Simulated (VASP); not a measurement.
# Rb (Pm-3m) in VASP: a series of runs

Runs on Rb. Level: r2SCAN. Tasks: single point, relaxation of cell and atoms.

Everything below comes from runs of VASP 6.6.1. Logs are shortened: lines on timing, memory, paths and dates and some standing lists are left out, and cuts for length are marked.

### 1 The cell of the first run

Symmetry: Pm-3m, No. 221, cubic system. The conventional cell has a = 4.622 Å, b = 4.622 Å, c = 4.622 Å, α = 90.00°, β = 90.00°, γ = 90.00°.

### 2 Single point, r2SCAN

POSCAR reads:

```
Rb
1.0
    4.6218321144      0.0000000000      0.0000000000
    0.0000000000      4.6218321144      0.0000000000
    0.0000000000      0.0000000000      4.6218321144
Rb
1
Direct
    0.0000000000      0.0000000000      0.0000000000
```

INCAR.step1 reads:

```
  PREC = Accurate
  ENCUT = 550
  ISMEAR = -1
  SIGMA = 0.1
  LREAL = False
  LASPH = True
  NELM = 120
  NBANDS = 10
  GGA = PE
  ALGO = Normal
  EDIFF = 1E-5
  LWAVE = True
  LCHARG = False
  GGA_COMPAT = False
```

INCAR.step2 reads:

```
  PREC = Accurate
  ENCUT = 550
  EDIFF = 1E-6
  ISMEAR = -1
  SIGMA = 0.1
  LREAL = False
  LASPH = True
  NELM = 120
  ALGO = Normal
  ISIF = 2
  LWAVE = False
  LCHARG = False
  METAGGA = R2SCAN
  LMIXTAU = True
  NBANDS = 10
  ISTART = 1
  GGA_COMPAT = False
```

KPOINTS reads:

```
regular mesh
0
Gamma
  11 11 11
```

Potentials or basis: VASP PAW PBE potentials, release 64 (Rb_sv).

On the command line:

```bash
> cat potpaw_PBE.64/Rb_sv/POTCAR > POTCAR
> cp INCAR.step1 INCAR
> mpirun -np 1 vasp_std > vasp.out
> cp INCAR.step2 INCAR
> mpirun -np 1 vasp_std > vasp.out
```

OUTCAR:

```text
PREC = Accurate
   ENCUT = 550
   EDIFF = 1E-6
   ISMEAR = -1
   LREAL = False
   LASPH = True
   NELM = 120
   ISIF = 2
   METAGGA = R2SCAN
   ISTART = 1

 ion  position               nearest neighbor table
   1  0.000  0.000  0.000-

  LATTYP: Found a simple cubic cell.
 ALAT       =     4.6218321144

  Lattice vectors:

 A1 = (   4.6218321144,   0.0000000000,   0.0000000000)
 A2 = (   0.0000000000,   4.6218321144,   0.0000000000)
 A3 = (   0.0000000000,   0.0000000000,   4.6218321144)

Analysis of symmetry for initial positions (statically):
=====================================================================
 Subroutine PRICEL returns:
 Original cell was already a primitive cell.

 Routine SETGRP: Setting up the symmetry group for a
 simple cubic supercell.

 Subroutine GETGRP returns: Found 48 space group operations
 (whereof 48 operations were pure point group operations)
 out of a pool of 48 trial point group operations.

The static configuration has the point symmetry O_h .

Analysis of symmetry for dynamics (positions and initial velocities):
=====================================================================
 Subroutine PRICEL returns:
 Original cell was already a primitive cell.

 Routine SETGRP: Setting up the symmetry group for a
 simple cubic supercell.

 Subroutine GETGRP returns: Found 48 space group operations
 (whereof 48 operations were pure point group operations)
 out of a pool of 48 trial point group operations.

The dynamic configuration has the point symmetry O_h .

 Subroutine INISYM returns: Found 48 space group operations
 (whereof 48 operations are pure point group operations),
 and found     1 'primitive' translations

----------------------------------------------------------------------------------------

                                     Primitive cell

  volume of cell :      98.7285

  direct lattice vectors                    reciprocal lattice vectors
     4.621832114  0.000000000  0.000000000     0.216364415  0.000000000  0.000000000
     0.000000000  4.621832114  0.000000000     0.000000000  0.216364415  0.000000000
     0.000000000  0.000000000  4.621832114     0.000000000  0.000000000  0.216364415

  length of vectors
     4.621832114  4.621832114  4.621832114     0.216364415  0.216364415  0.216364415

  position of ions in fractional coordinates (direct lattice)
     0.000000000  0.000000000  0.000000000

  ion indices of the primitive-cell ions
   primitive index   ion index
                 1           1

----------------------------------------------------------------------------------------

 KPOINTS: regular mesh

Automatic generation of k-mesh.
 Grid dimensions read from file:
 generate k-points for:   11   11   11

 Generating k-lattice:

  Cartesian coordinates                     Fractional coordinates (reciprocal lattice)
     0.019669492  0.000000000  0.000000000     0.090909091  0.000000000  0.000000000
     0.000000000  0.019669492  0.000000000     0.000000000  0.090909091  0.000000000
     0.000000000  0.000000000  0.019669492     0.000000000  0.000000000  0.090909091

  Length of vectors
     0.019669492  0.019669492  0.019669492

  Shift w.r.t. Gamma in fractional coordinates (k-lattice)
     0.000000000  0.000000000  0.000000000

 Subroutine IBZKPT returns following result:
 ===========================================

 Found     56 irreducible k-points:

 Following reciprocal coordinates:
            Coordinates               Weight
  0.000000  0.000000  0.000000      1.000000
  0.090909  0.000000  0.000000      6.000000
  0.181818  0.000000  0.000000      6.000000
  0.272727  0.000000  0.000000      6.000000
  0.363636  0.000000  0.000000      6.000000
  0.454545  0.000000  0.000000      6.000000
[... 16 lines left out ...]
  0.181818  0.090909  0.090909     24.000000
  0.272727  0.090909  0.090909     24.000000
 [... further k-points ...]
   k-points           NKPTS =     56   k-points in BZ     NKDIM =     56   number of bands    NBANDS=     10
   number of dos      NEDOS =    301   number of ions     NIONS =      1
   total plane-waves  NPLWV =  46656
   dimension x,y,z NGX =    36 NGY =   36 NGZ =   36
   dimension x,y,z NGXF=    72 NGYF=   72 NGZF=   72
   ions per type =               1
   NGX,Y,Z   is equivalent  to a cutoff of  12.95, 12.95, 12.95 a.u.
   NGXF,Y,Z  is equivalent  to a cutoff of  25.90, 25.90, 25.90 a.u.
 SYSTEM =  unknown system
   PREC   = accura    normal or accurate (medium, high low for compatibility)
   ISTART =      1    job   : 0-new  1-cont  2-samecut
   ICHARG =      0    charge: 1-file 2-atom 10-const
   ISPIN  =      1    spin polarized calculation?
   LNONCOLLINEAR =      F non collinear calculations
   LSORBIT =      F    spin-orbit coupling
   LASPH  =      T    aspherical Exc in radial PAW
   ENCUT  =  550.0 eV  40.42 Ry    6.36 a.u.   8.84  8.84  8.84*2*pi/ulx,y,z
   NELM   =    120;   NELMIN=  2; NELMDL=  0     # of ELM steps
   EDIFF  = 0.1E-05   stopping-criterion for ELM
   LREAL  =      F    real-space projection
   EDIFFG = 0.1E-04   stopping-criterion for IOM
   NSW    =      0    number of steps for IOM
   IBRION =     -1    ionic relax: 0-MD 1-quasi-New 2-CG
   NFREE  =      0    steps in history (QN), initial steepest desc. (CG)
   ISIF   =      2    stress and relaxation
   ISYM   =      2    0-nonsym 1-usesym 2-fastsym
   POTIM  = 0.5000    time-step for ionic-motion
   TEBEG  =    0.0;   TEEND  =   0.0 temperature during run
   PSTRESS=    0.0 pullay stress
   NELECT =       9.0000    total number of electrons
   NUPDOWN=      -1.0000    fix difference up-down
   EMIN   =  10.00;   EMAX   =-10.00  energy-range for DOS
   EFERMI =   0.00;   METHOD = LEGACY
   ISMEAR =    -1;   SIGMA  =   0.10  broadening in eV -4-tet -1-fermi 0-gaus
   EFERMI_NEDOS =   21; number of points for ismear=-14 and -15
   IALGO  =     38    algorithm
   IMIX   =      4    mixing-type and parameters
     AMIX     =   0.40;   BMIX     =  1.00
     AMIX_MAG =   1.60;   BMIX_MAG =  1.00
  volume/ion in A,a.u.               =      98.73       666.25
  Fermi-wavevector in a.u.,A,eV,Ry     =   0.736786  1.392324  7.385976  0.542854
  Thomas-Fermi vector in A             =   1.830310
   LORBIT       =      0    0 simple, 1 ext, 2 COOP (PROOUT), +10 PAW based schemes
   METAGGA = R2SCAN    functional components
   LHFCALC =     F    Hartree Fock is set to
   AEXX    =    0.0000 exact exchange contribution
   IVDW    =     0    specifies the selected vdW correction
   LEPSILON=     F    determine dielectric tensor
   LRPA    =     F    only Hartree local field effects (RPA)
 non-spin polarized calculation
  energy-cutoff  :      550.00
  volume of cell :       98.73
 maximum number of plane-waves:      2945
 NGX is ok and might be reduce to    36
   NGX = 17   NGY = 17   NGZ = 17

 number of electron       9.0000000 magnetization

 Free energy of the ion-electron system (eV)
  ---------------------------------------------------
  ext. energy  EPLUGINS =         0.00000000
  ---------------------------------------------------
  free energy    TOTEN  =       -13.83251490 eV

  energy without entropy =      -13.80310119  energy(sigma->0) =      -13.81780805

 E-fermi :  -0.0718     XC(G=0):  -5.5103

 val. band max:       -0.0837078714   @ k =   0.3636   0.2727   0.1818
 cond. band min:      -0.0656894099   @ k =   0.4545   0.1818   0.0000
 fundamental gap:      0.0180184615
 Fermi energy:        -0.0717775251

 k-point     1 :       0.0000    0.0000    0.0000
  band No.  band energies     occupation
      1     -30.3948      2.00000
      2     -13.8751      2.00000
      3     -13.8751      2.00000
      4     -13.8751      2.00000
      5      -2.0565      2.00000
      6       2.5310      0.00000
      7       2.5310      0.00000
      8       6.0817      0.00000
      9       6.0817      0.00000
     10       6.0817      0.00000

 k-point     2 :       0.0909    0.0000    0.0000
  band No.  band energies     occupation
      1     -30.3945      2.00000
      2     -13.8844      2.00000
      3     -13.8743      2.00000
      4     -13.8743      2.00000
      5      -1.9797      2.00000
      6       2.4793      0.00000
      7       2.5710      0.00000
      8       5.6388      0.00000
      9       5.6388      0.00000
     10       5.7464      0.00000

 k-point     3 :       0.1818    0.0000    0.0000
  band No.  band energies     occupation
      1     -30.3936      2.00000
      2     -13.9094      2.00000
      3     -13.8721      2.00000
      4     -13.8721      2.00000
      5      -1.7535      2.00000
      6       2.2463      0.00000
      7       2.6856      0.00000
      8       5.1819      0.00000
      9       5.1819      0.00000
     10       5.3982      0.00000

 k-point     4 :       0.2727    0.0000    0.0000
  band No.  band energies     occupation
      1     -30.3923      2.00000
      2     -13.9417      2.00000
      3     -13.8693      2.00000
      4     -13.8693      2.00000
      5      -1.3894      2.00000
      6       1.7458      0.00000
      7       2.8552      0.00000
      8       4.8105      0.00000
      9       4.8105      0.00000
     10       5.4919      0.00000
[... 222 lines left out ...]
 k-point    22 :       0.0909    0.0909    0.0909
  band No.  band energies     occupation
      1     -30.3938      2.00000
      2     -13.8838      2.00000
      3     -13.8823      2.00000
      4     -13.8823      2.00000
      5      -1.8276      2.00000
      6       2.5283      0.00000
      7       2.5283      0.00000
      8       4.8093      0.00000
      9       5.5586      0.00000
     10       5.5586      0.00000

 k-point    23 :       0.1818    0.0909    0.0909
  band No.  band energies     occupation
      1     -30.3929      2.00000
      2     -13.9076      2.00000
      3     -13.8810      2.00000
      4     -13.8800      2.00000
      5      -1.6045      2.00000
      6       2.3355      0.00000
      7       2.6432      0.00000
      8       4.4404      0.00000
      9       5.0420      0.00000
     10       5.6519      0.00000

 k-point    24 :       0.2727    0.0909    0.0909
  band No.  band energies     occupation
      1     -30.3916      2.00000
      2     -13.9396      2.00000
      3     -13.8780      2.00000
      4     -13.8771      2.00000
      5      -1.2456      1.99998
      6       1.8492      0.00000
      7       2.8203      0.00000
      8       4.3456      0.00000
      9       4.5955      0.00000
     10       5.7803      0.00000

 [... further k-points ...]
[... 5 lines left out ...]
  --------------------------------------------------------------------------------------
  -------------------------------------------------------------------------------------
  Total        0.0136287      0.0136287      0.0136287      0.0000000      0.0000000      0.0000000
  in kB        0.2211681      0.2211681      0.2211681      0.0000000      0.0000000      0.0000000
  external PRESSURE =       0.2211681 kB  Pullay stress =       0.0000000 kB

 VOLUME and BASIS-vectors are now :
 -----------------------------------------------------------------------------
  energy-cutoff  :      550.00
  volume of cell :       98.73
      direct lattice vectors                 reciprocal lattice vectors
     4.621832114  0.000000000  0.000000000     0.216364415  0.000000000  0.000000000
     0.000000000  4.621832114  0.000000000     0.000000000  0.216364415  0.000000000
     0.000000000  0.000000000  4.621832114     0.000000000  0.000000000  0.216364415

 POSITION                                       TOTAL-FORCE (eV/Angst)
 -----------------------------------------------------------------------------------
      0.00000      0.00000      0.00000         0.000000      0.000000      0.000000
 -----------------------------------------------------------------------------------
    total drift:                                0.000000      0.000000      0.000000

  FREE ENERGIE OF THE ION-ELECTRON SYSTEM (eV)
  ---------------------------------------------------
  free  energy   TOTEN  =       -13.8325148970 eV

  energy  without entropy=      -13.8031011938  energy(sigma->0) =      -13.81780805
```

Wall time 4.9 min (1 thread of AMD EPYC 7R43 (Zen 3), shared host); peak memory 0.22 GiB.

Results:

```yaml
Free_energy: -13.8325 eV
Pressure: 0.0 GPa
```

Caveat: the PAW data sets were made with another functional, which shifts forces and pressure a little.

### 3 Relaxation of cell and atoms, r2SCAN

This run uses another cell than the first one, of 94.07 Å³/atom, 0.953 times its volume.

POSCAR reads:

```
Rb
1.0
    4.5480067166      0.0000000000      0.0000000000
    0.0000000000      4.5480067166      0.0000000000
    0.0000000000      0.0000000000      4.5480067166
Rb
1
Direct
    0.0000000000      0.0000000000      0.0000000000
```

INCAR.step1 reads:

```
PREC = Accurate
ENCUT = 550
ISMEAR = -1
SIGMA = 0.1
LREAL = F
LASPH = T
NELM = 120
GGA = PE
ALGO = Normal
EDIFF = 1E-5
LWAVE = T
LCHARG = F
GGA_COMPAT = F
IBRION = 2
ISIF = 3
EDIFFG = -0.005
NELMIN = 4
NSW = 100
```

INCAR.step2 reads:

```
PREC = Accurate
ENCUT = 550
EDIFF = 1E-7
ISMEAR = -1
SIGMA = 0.1
LREAL = F
LASPH = T
NELM = 120
ALGO = Normal
ISIF = 3
LWAVE = F
LCHARG = F
METAGGA = R2SCAN
LMIXTAU = T
IBRION = 2
NSW = 80
EDIFFG = -0.01
ISTART = 1
GGA_COMPAT = F
NELMIN = 4
```

KPOINTS reads:

```
regular mesh
0
Gamma
  7 7 7
```

Potentials or basis: VASP PAW PBE potentials, release 64 (Rb_sv).

On the command line:

```bash
> cat potpaw_PBE.64/Rb_sv/POTCAR > POTCAR
> cp INCAR.step1 INCAR
> mpirun -np 1 vasp_std > vasp.out
> cp INCAR.step2 INCAR
> mpirun -np 1 vasp_std > vasp.out
```

Run time: 7.2 min. Hardware: 1 thread of AMD EPYC 7R43 (Zen 3), shared host; peak memory 0.19 GiB.

It converged, with:

| Quantity | Value |
| --- | --- |
| Free energy | -13.8325 eV |
| Relaxed volume | 99.19 Å³/atom |
| Relaxed cell | a = 4.629 Å, b = 4.629 Å, c = 4.629 Å, α = 90.00°, β = 90.00°, γ = 90.00° |
| Space group after relaxing (to 0.05 Å) | Pm-3m (No. 221) |
| Energy gained by relaxing | 2.0 meV/atom |
| Ionic steps | 4 |
| Pressure after relaxing | 0.0 GPa |

Step by step:
| step | energy change (eV) | largest force (eV/Å) | pressure (GPa) | volume (Å³) |
| --- | --- | --- | --- | --- |
| 1 | 0.0000 | 0.0000 | 0.13 | 94.07 |
| 2 | -0.0007 | 0.0000 | 0.10 | 95.08 |
| 3 | -0.0019 | 0.0000 | 0.02 | 98.16 |
| 4 | -0.0020 | 0.0000 | 0.00 | 99.19 |

Final structure:
```cif
data_structure
_symmetry_space_group_name_H-M 'P 1'
_symmetry_Int_Tables_number 1
_cell_length_a 4.6290
_cell_length_b 4.6290
_cell_length_c 4.6290
_cell_angle_alpha 90.000
_cell_angle_beta 90.000
_cell_angle_gamma 90.000
_cell_volume 99.19
loop_
_atom_site_label
_atom_site_type_symbol
_atom_site_fract_x
_atom_site_fract_y
_atom_site_fract_z
_atom_site_occupancy
Rb1 Rb 0.00000 0.00000 0.00000 1
```

Levels at points of the mesh, in eV from the Fermi level:
```csv
k point,band 3,band 4,band 5,band 6,band 7,band 8
"(0.00, 0.00, 0.00)",-13.79,-13.79,-1.97,2.61,2.61,6.15
```

Caveat: the PAW data sets were made with another functional, which shifts forces and pressure a little.
